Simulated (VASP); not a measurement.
MgS, 2 atoms in the cell. Symmetry: I-4m2, No. 119, tetragonal system. Conventional cell: a = 4.043 Å, b = 4.043 Å, c = 5.582 Å, α = 90.00°, β = 90.00°, γ = 90.00°. Mg (site symmetry -4m2) has 4 S at 2.46 Å within 3.2 Å. S (site symmetry -4m2) has 4 Mg at 2.46 Å within 3.2 Å.  This cell differs from its parent crystal: epitaxial xy strain +1.0%.

- Program: VASP 6.6.1
- Task: single point
- Functional: HSE06
- Potentials or basis: VASP PAW PBE potentials, release 64 (Mg, S)
- Cutoff: 520 eV
- k mesh: 6 × 6 × 6
- Occupations: gaussian, width 0.01 eV
- Spin: no spin polarisation
- Dipole correction: no
- Grid for exact exchange (PRECFOCK): Normal
- Further INCAR settings: ALGO = Normal; EDIFF = 1e-07; NBANDS = 11
- Screening parameter: 0.2079 1/Å

Potentials or basis: VASP PAW PBE potentials, release 64 (Mg, S).

The run is started by

```bash
$ cat potpaw_PBE.64/Mg/POTCAR potpaw_PBE.64/S/POTCAR > POTCAR
$ cp INCAR.step1 INCAR
$ mpirun -np 1 vasp_std > vasp.out
$ cp INCAR.step2 INCAR
$ mpirun -np 1 vasp_std > vasp.out
```

Hardware: 1 thread of Intel(R) Xeon(R) Platinum 8259CL CPU @ 2.50GHz (Skylake/Cascade Lake), on a shared host.

Task: Estimate the wall time of this run.

Result: Wall time 32 min on 1 thread of Intel(R) Xeon(R) Platinum 8259CL CPU @ 2.50GHz (Skylake/Cascade Lake), with other jobs on the host, peak memory 0.3 GiB. Counts: k points 30.
